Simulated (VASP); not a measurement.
Write the native input for VASP 6.6.1 that does the following.

```
Task                   : relaxation of shape and atoms at fixed volume
Functional             : PBE
Potentials or basis    : VASP PAW PBE potentials, release 64 (Sb)
Cutoff                 : 600 eV
k mesh                 : 18 × 18 × 18
Occupations            : gaussian, width 0.1 eV
Spin                   : no spin polarisation
Dipole correction      : no
Further INCAR settings : ALGO = Normal; EDIFF = 1e-06; IBRION = 2; EDIFFG = -0.01; NSW = 50; ISIF = 4
```

The structure of Sb lies in POSCAR:

```
Sb
1.0
    2.1313666670      1.2305451189      1.7388107226
   -2.1313666670      1.2305451189      1.7388107226
    0.0000000000     -2.4610902379      1.7388107226
Sb
1
Direct
    0.5000000000      0.5000000000      0.5000000000
```

This isn't the form of Sb at room conditions, which is rhombohedral.

These files were run (other wordings do the same):

INCAR

```
SYSTEM = Sb
PREC = Accurate ; ENCUT = 600
EDIFF = 1E-6 ; ISMEAR = 0
SIGMA = 0.1 ; LREAL = .FALSE.
LASPH = .TRUE. ; NELM = 100
ALGO = Normal ; ISIF = 4
LWAVE = .FALSE. ; LCHARG = .FALSE.
GGA = PE ; IBRION = 2
NSW = 50 ; EDIFFG = -0.01
```

KPOINTS

```
Automatic mesh
0
G
  18 18 18
  0 0 0
```

Potentials or basis: VASP PAW PBE potentials, release 64 (Sb).

Run with:

```sh
$ cat potpaw_PBE.64/Sb/POTCAR > POTCAR
$ mpirun -np 1 vasp_std > vasp.out
```

It gave:

```yaml
Pressure_after_relaxing: 6.5 GPa
Band_gap_on_the_k_mesh: zero (an odd number of electrons rules out a gap without spin polarisation)
```

Caveat: the relaxation stopped at its first step, so nothing moved; spin-orbit coupling is left out, which moves the levels of the heavy elements.

Wall time 67 s on 1 thread of Intel Xeon 8259CL, with other jobs on the host, peak memory 0.25 GiB.
